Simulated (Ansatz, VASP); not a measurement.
**NaCl: VASP beside Ansatz**

File INCAR:

```
SYSTEM = NaCl
  PREC = Accurate
  ENCUT = 520
  EDIFF = 1E-6
  ISMEAR = -1
  SIGMA = 0.02
  LREAL = .FALSE.
  LASPH = .TRUE.
  NELM = 80
  ALGO = Normal
  ISIF = 2
  LWAVE = .FALSE.
  LCHARG = .TRUE.
  GGA = PE
  LELF = .TRUE.
  LVHAR = .TRUE.
  NBANDS = 14
```

File KPOINTS:

```
regular mesh
0
G
  8 8 8
  0 0 0
```

POSCAR

```
NaCl
1.0
    0.0000000000      2.8781254520      2.8781254520
    2.8781254520      0.0000000000      2.8781254520
    2.8781254520      2.8781254520      0.0000000000
Na Cl
1 1
Direct
    0.0000000000      0.0000000000      0.0000000000
    0.5000000000      0.5000000000      0.5000000000
```

Input for Ansatz:

```yaml
crystal:
  lattice:
    - [0.0, 2.878125452, 2.878125452]
    - [2.878125452, 0.0, 2.878125452]
    - [2.878125452, 2.878125452, 0.0]
  atoms:
    - { symbol: Na, position: [0.0, 0.0, 0.0] }
    - { symbol: Cl, position: [0.5, 0.5, 0.5] }
kpoints:
  mp_grid: { grid: [8, 8, 8] }
  band_path:
    path:
      - [0.0, 0.0, 0.0]
      - [0.5, 0.0, 0.5]
      - [0.625, 0.25, 0.625]
      - [0.375, 0.375, 0.75]
      - [0.5, 0.5, 0.5]
      - [0.5, 0.25, 0.75]
    npoints: 1
hamiltonian:
  xc: pbe
scf:
  occupations: { method: fermi_dirac, width: 0.02 }
  n_extra_bands: 4
output:
  forces: true
  stress: true
  eigenvalues: true
```

Change from the starting cell: hydrostatic strain +2.7%.

Alike in both runs: task single point; functional PBE; k mesh 8 × 8 × 8; occupations fermi-dirac, width 0.02 eV; no spin polarisation.

```csv
,VASP,Ansatz
version,VASP 6.6.1,Ansatz 0.2.0
potentials or method,"VASP PAW PBE potentials, release 64 (Na_pv, Cl)","plane waves, PAW"
plane-wave cutoff (eV),520,420
valence electrons in the cell,14,16
```

|  | VASP | Ansatz | Ansatz less VASP |
| --- | --- | --- | --- |
| gap on the k mesh at the Fermi level (eV) | 4.88 | 4.88 | +0.001 |
| pressure (GPa) | -0.7 | -0.7 | +0.03 |

VASP's potentials hold 14 valence electrons a cell and Ansatz's 16, so a difference there can come from the potentials and not from the codes.
